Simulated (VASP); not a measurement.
## AlN: single point with PBE

AlN:

```
Al N
1.0
     2.20159   -2.20159    0.00000
     2.20159    0.00000   -2.20159
     9.90714    8.25595    8.25595
Al N
6 6
Direct
  0.90105 0.90105 0.39580
  0.27605 0.27605 0.22913
  0.52605 0.52605 0.56247
  0.77605 0.77605 0.89580
  0.15105 0.15105 0.72913
  0.65105 0.65105 0.06247
  0.55730 0.55730 0.43747
  0.93230 0.93230 0.27080
  0.18230 0.18230 0.60413
  0.43230 0.43230 0.93747
  0.80730 0.80730 0.77080
  0.30730 0.30730 0.10413
```

| Quantity | Value |
| --- | --- |
| Program | VASP 6.6.1 |
| Task | single point |
| Functional | PBE |
| Potentials or basis | VASP PAW PBE potentials, release 64 (Al, N) |
| Cutoff | 520 eV |
| k mesh | 8 × 8 × 2 |
| Occupations | gaussian, width 0.05 eV |
| Spin | no spin polarisation |
| Dipole correction | no |
| Further INCAR settings | ALGO = Normal; EDIFF = 1e-07; NBANDS = 36 |

```
Pressure               : -0.3 GPa
Largest force          : 1.510 eV/Å
Band gap on the k mesh : 2.57 eV (least direct gap 2.66 eV)
```

Forces on the atoms (eV/Å):
```
Al   0.030  0.035  0.035
Al   0.084  0.172  0.172
Al   0.034  0.035  0.035
Al  -0.641 -0.966 -0.966
Al   0.035  0.049  0.049
Al  -0.521  0.656  0.656
N   -0.034 -0.032 -0.032
N   -0.036 -0.018 -0.018
N   -0.030 -0.037 -0.037
N    0.962 -0.588 -0.588
N   -0.026 -0.078 -0.078
N    0.143  0.773  0.773
```

Stress tensor (GPa, compression positive):
```
-5.37  2.57  2.57
 2.57  2.17  5.26
 2.57  5.26  2.17
```

Levels at points of the mesh, in eV from the valence-band top:
```tsv
k point	band 20	band 21	band 22	band 23	band 24	band 25	band 26	band 27	band 28	band 29
(0.00, 0.00, 0.00)	-0.54	-0.48	-0.43	-0.39	-0.08	2.95	4.40	4.94	6.13	6.29
(0.50, 0.00, 0.00)	-1.67	-1.47	-1.16	-0.98	-0.09	2.57	3.66	4.09	5.21	6.45
(0.50, 0.50, 0.00)	-1.35	-1.28	-1.16	-0.92	-0.41	2.90	3.36	4.21	5.28	6.30
(0.00, 0.00, 0.50)	-0.59	-0.52	-0.46	-0.38	-0.37	3.15	4.05	5.37	5.72	6.59
(0.50, 0.00, 0.50)	-1.43	-1.29	-1.20	-0.95	-0.15	2.78	3.19	4.41	5.27	6.16
(0.50, 0.50, 0.50)	-1.62	-1.42	-1.10	-0.97	-0.39	2.90	3.38	4.24	5.20	6.28
```

It took 2.5 min on 1 thread of Intel(R) Xeon(R) Platinum 8488C (Sapphire Rapids), with other jobs on the host, peak memory 0.32 GiB.

Caveat: forces of over 1 eV/Å act on the atoms, so gaps and moduli don't describe the material at rest. A k mesh can miss the band edges.
